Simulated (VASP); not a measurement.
Ge, 4 atoms in the cell. It takes space group Cmce (No. 64, orthorhombic). The conventional cell has a = 3.571 Å, b = 11.327 Å, c = 4.725 Å, α = 90.00°, β = 90.00°, γ = 90.00°. Ge (site symmetry m) has 3 Ge at 2.34 to 2.38 Å within 3.1 Å. 

* Program: VASP 6.6.1
* Task: relaxation of cell and atoms
* Functional: PBEsol
* Potentials or basis: VASP PAW PBE potentials, release 64 (Ge_d)
* Cutoff: 600 eV
* k mesh: 6 × 6 × 4
* Occupations: gaussian, width 0.1 eV
* Spin: no spin polarisation
* Dipole correction: no
* Further INCAR settings: ALGO = Normal; EDIFF = 1e-07; IBRION = 2; EDIFFG = -0.04; NSW = 90; ISIF = 3

Potentials or basis: VASP PAW PBE potentials, release 64 (Ge_d).

Run with:

```bash
$ cat potpaw_PBE.64/Ge_d/POTCAR > POTCAR
$ mpirun -np 1 vasp_std > vasp.out
```

Hardware: 1 thread of Intel(R) Xeon(R) 6975P-C (Granite Rapids), with other jobs on the host.

Question: How long does it take, and how much memory?

Answer: Wall time 30 min on 1 thread of Intel(R) Xeon(R) 6975P-C (Granite Rapids) (shared host), peak memory 0.4 GiB. Counts: scf iterations 312, k points 39, ion steps 33.
